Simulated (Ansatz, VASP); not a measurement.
## Two plane-wave programs on ScAl3

Contents of INCAR:

```
SYSTEM = ScAl3
PREC = Accurate
ENCUT = 520
EDIFF = 1E-6
ISMEAR = 0
SIGMA = 0.15
LREAL = .False.
LASPH = .True.
NELM = 60
ALGO = Fast
ISIF = 2
LWAVE = .False.
LCHARG = .False.
GGA = PS
NBANDS = 18
```

File KPOINTS:

```
Automatic mesh
0
Gamma
  12 12 12
  0 0 0
```

Contents of POSCAR:

```
ScAl3
1.0
    4.3970025054      0.0000000000      0.0000000000
    0.0000000000      4.3970025054      0.0000000000
    0.0000000000      0.0000000000      4.0712986161
Sc Al
1 3
Direct
    0.0000000000      0.0000000000      0.0000000000
    0.5000000000      0.0000000000      0.5000000000
    0.0000000000      0.5000000000      0.5000000000
    0.5000000000      0.5000000000      0.0000000000
```

Input for Ansatz:

```yaml
crystal:
  lattice:
    - [4.3970025054, 0.0, 0.0]
    - [0.0, 4.3970025054, 0.0]
    - [0.0, 0.0, 4.0712986161]
  atoms:
    - { symbol: Sc, position: [0.0, 0.0, 0.0] }
    - { symbol: Al, position: [0.5, 0.0, 0.5] }
    - { symbol: Al, position: [0.0, 0.5, 0.5] }
    - { symbol: Al, position: [0.5, 0.5, 0.0] }
basis:
  ecutwfc: 420
kpoints:
  mp_grid: { grid: [12, 12, 12] }
hamiltonian:
  xc: pbesol
scf:
  occupations: { method: gaussian, width: 0.15 }
output:
  forces: true
  stress: true
  eigenvalues: true
```

Change from the starting cell: strain +0.080 along x and y, +0.000 along z, atoms carried along.

Alike in both runs: task single point; functional PBEsol; k mesh 12 × 12 × 12; occupations gaussian, width 0.15 eV; no spin polarisation.

```csv
,VASP,Ansatz
version,VASP 6.6.1,Ansatz 0.2.0
potentials or method,"VASP PAW PBE potentials, release 64 (Sc_sv, Al), cutoff 520 eV","scalar-relativistic, plane waves, PAW"
valence electrons in the cell,20,20
```

|  | VASP | Ansatz | Ansatz less VASP |
| --- | --- | --- | --- |
| gap on the k mesh at the Fermi level (eV) | none | none | - |
| pressure (GPa) | -9.8 | -9.8 | -0.05 |
| traceless stress, the component that is largest in VASP (GPa) | 4.66 | 4.65 | -0.013 |

VASP's potentials were made for PBE, not for PBEsol. A gap of «none» marks a metal or a gap that the smearing closes.
